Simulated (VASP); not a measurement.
A run of VASP 6.6.1 is set up as follows.

File POSCAR:

```
RbBr
1.0
    4.1279266285      0.0000000000      0.0000000000
    0.0000000000      4.1279266285      0.0000000000
    0.0000000000      0.0000000000      4.1279266285
Rb Br
1 1
Direct
    0.0000000000      0.0000000000      0.0000000000
    0.5000000000      0.5000000000      0.5000000000
```

INCAR.step1

```
SYSTEM = RbBr
ALGO = Normal ; EDIFF = 1E-4
ENCUT = 520 ; GGA = PE
ISMEAR = 1 ; LASPH = .True.
LCHARG = .False. ; LREAL = .False.
LWAVE = .True. ; NBANDS = 15
NELM = 80 ; PREC = Accurate
SIGMA = 0.2
```

Contents of INCAR.step2:

```
SYSTEM = RbBr
ALGO = Normal ; EDIFF = 1E-7
ENCUT = 520 ; ISIF = 2
ISMEAR = 1 ; ISTART = 1
LASPH = .True. ; LCHARG = .True.
LELF = .True. ; LMIXTAU = .True.
LREAL = .False. ; LVHAR = .True.
LWAVE = .False. ; METAGGA = R2SCAN
NBANDS = 15 ; NELM = 80
PREC = Accurate ; SIGMA = 0.2
```

KPOINTS

```
k-points
0
Gamma
  4 4 4
  0 0 0
```

Potentials or basis: VASP PAW PBE potentials, release 64 (Rb_sv, Br).

Launch:

```sh
$ cat potpaw_PBE.64/Rb_sv/POTCAR potpaw_PBE.64/Br/POTCAR > POTCAR
$ cp INCAR.step1 INCAR
$ mpirun -np 1 vasp_std > vasp.out
$ cp INCAR.step2 INCAR
$ mpirun -np 1 vasp_std > vasp.out
```

Question: Estimate the band gap on the k mesh.

Answer: 4.83 eV (least direct gap 4.98 eV).

Question: Estimate the pressure.

Answer: 0.0 GPa.

Caveat: the PAW data sets were made with another functional, which shifts forces and pressure a little. A k mesh can miss the band edges.
